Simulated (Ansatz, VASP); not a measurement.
This is a calculation of Ge for VASP 6.6.1.

Contents of INCAR:

```
SYSTEM = Ge
PREC = Accurate
ENCUT = 520
EDIFF = 1E-6
ISMEAR = 0
SIGMA = 0.017
LREAL = .FALSE.
LASPH = .TRUE.
NELM = 100
ALGO = Normal
ISIF = 2
LWAVE = .FALSE.
LCHARG = .FALSE.
GGA = PE
NBANDS = 21
```

Contents of KPOINTS:

```
Automatic mesh
0
G
  10 10 6
  0 0 0
```

File POSCAR:

```
Ge
1.0
    1.4880529250     -2.5946896100      0.0000000000
    1.4880529250      2.5946896100      0.0000000000
    0.0000000000      0.0000000000      4.7275957900
Ge
2
Direct
    0.3334466300      0.6665533700      0.2500000000
    0.6665533700      0.3334466300      0.7500000000
```

Potentials or basis: VASP PAW PBE potentials, release 64 (Ge_d).

Run with:

```sh
$ cat potpaw_PBE.64/Ge_d/POTCAR > POTCAR
$ mpirun -np 1 vasp_std > vasp.out
```

Q: Set up the same calculation for Ansatz 0.2.0. Potentials there: Ansatz PAW.

A: As run (the cutoff follows the program's own potentials):

input.yaml

```yaml
crystal:
  lattice:
    - [1.488052925, -2.59468961, 0.0]
    - [1.488052925, 2.59468961, 0.0]
    - [0.0, 0.0, 4.72759579]
  atoms:
    - { symbol: Ge, position: [0.33344663, 0.66655337, 0.25] }
    - { symbol: Ge, position: [0.66655337, 0.33344663, 0.75] }
hamiltonian:
  xc: pbe
  pseudopotentials: { kind: paw }
kpoints:
  mp_grid: { grid: [10, 10, 6] }
scf:
  occupations: { method: gaussian, width: 0.017 }
output:
  forces: true
  stress: true
  eigenvalues: true
```

Potentials or basis: Ansatz PAW.

Run with:

```sh
$ ansatz run input.yaml --threads 2 --pin off --max-ram 5632MiB --backend cpu --events-out ev --progress --plain --runs-dir out
```

Both were run:

|  | VASP | Ansatz | Ansatz less VASP |
| --- | --- | --- | --- |
| gap on the k mesh at the Fermi level (eV) | none | none | - |
| pressure (GPa) | 4.4 | 4.3 | -0.03 |
| traceless stress, the component that is largest in VASP (GPa) | -1.19 | -1.19 | -0.002 |
| rms of the force components (eV/Å) | 0.008 | 0.009 | +0.0001 |

Atom by atom the forces differ by 0.000 eV/Å (rms over components). A gap of «none» marks a metal or a gap that the smearing closes.
